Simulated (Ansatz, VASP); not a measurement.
**One calculation of SnO2, two programs**

Contents of INCAR:

```
ALGO     = Normal         # electronic algorithm
EDIFF    = 1E-6           # SCF threshold, eV
ENCUT    = 520            # plane-wave cutoff, eV
ISIF     = 2              # what is computed and relaxed
ISMEAR   = 0              # smearing method
LASPH    = True           # aspherical terms in the spheres
LCHARG   = True           # write CHGCAR
LELF     = True           # ELF
LREAL    = False          # projectors in reciprocal space
LVHAR    = True         
LWAVE    = False          # write WAVECAR
NBANDS   = 35             # bands
NELM     = 80             # most SCF steps
PREC     = Accurate       # precision mode
SIGMA    = 0.05           # smearing width, eV
```

KPOINTS

```
k-points
0
Gamma
  6 6 8
```

POSCAR

```
SnO2
1.0
    4.7207174017      0.0000000000      0.0000000000
    0.0000000000      4.7207174017      0.0000000000
    0.0000000000      0.0000000000      3.1887553105
Sn O
2 4
Direct
    0.0000000000      0.0000000000      0.0000000000
    0.5000000000      0.5000000000      0.5000000000
    0.2523626180      0.3598504812      0.0000000000
    0.2476373820      0.8598504812      0.5000000000
    0.7476373820      0.6401495188      0.0000000000
    0.7523626180      0.1401495188      0.5000000000
```

Input for Ansatz:

```yaml
crystal:
  lattice:
    - [4.7207174017, 0.0, 0.0]
    - [0.0, 4.7207174017, 0.0]
    - [0.0, 0.0, 3.1887553105]
  atoms:
    - { symbol: Sn, position: [0.0, 0.0, 0.0] }
    - { symbol: Sn, position: [0.5, 0.5, 0.5] }
    - { symbol: O, position: [0.252362618, 0.3598504812, 0.0] }
    - { symbol: O, position: [0.247637382, 0.8598504812, 0.5] }
    - { symbol: O, position: [0.747637382, 0.6401495188, 0.0] }
    - { symbol: O, position: [0.752362618, 0.1401495188, 0.5] }
basis:
  ecutwfc: 520.0
kpoints:
  mp_grid: { grid: [6, 6, 8] }
hamiltonian:
  xc: lda
  pseudopotentials: { kind: paw, azcp: { folder: soft_1 } }
scf:
  occupations: { method: gaussian, width: 0.05 }
output:
  forces: true
  stress: true
  eigenvalues: true
```

Change from the starting cell: mode 4 frozen in at -0.359 Å and mode 5 at -0.000 Å (largest displacements).

Alike in both runs: task single point; functional LDA; k mesh 6 × 6 × 8; occupations gaussian, width 0.05 eV; no spin polarisation.

|  | VASP | Ansatz |
| --- | --- | --- |
| version | VASP 6.6.1 | Ansatz 0.2.0 |
| potentials or method | VASP PAW LDA potentials, release 64 (Sn_d, O), cutoff 520 eV | scalar-relativistic, plane waves, PAW |
| valence electrons in the cell | 52 | 52 |

```csv
,VASP,Ansatz,Ansatz less VASP
gap on the k mesh at the Fermi level (eV),1.39,1.38,-0.013
least direct gap on the mesh (eV),1.51,1.49,-0.019
pressure (GPa),-4.4,-5.7,-1.22
"traceless stress, the component that is largest in VASP (GPa)",1.50,1.73,+0.228
rms of the force components (eV/Å),0.318,0.332,+0.0141
```

Ansatz warns that its potentials were made for another functional, while VASP's fit it. LDA's correlation is that of Perdew and Zunger in VASP and of Perdew and Wang (1992) in Ansatz. Atom by atom the forces differ by 0.015 eV/Å (rms over components).
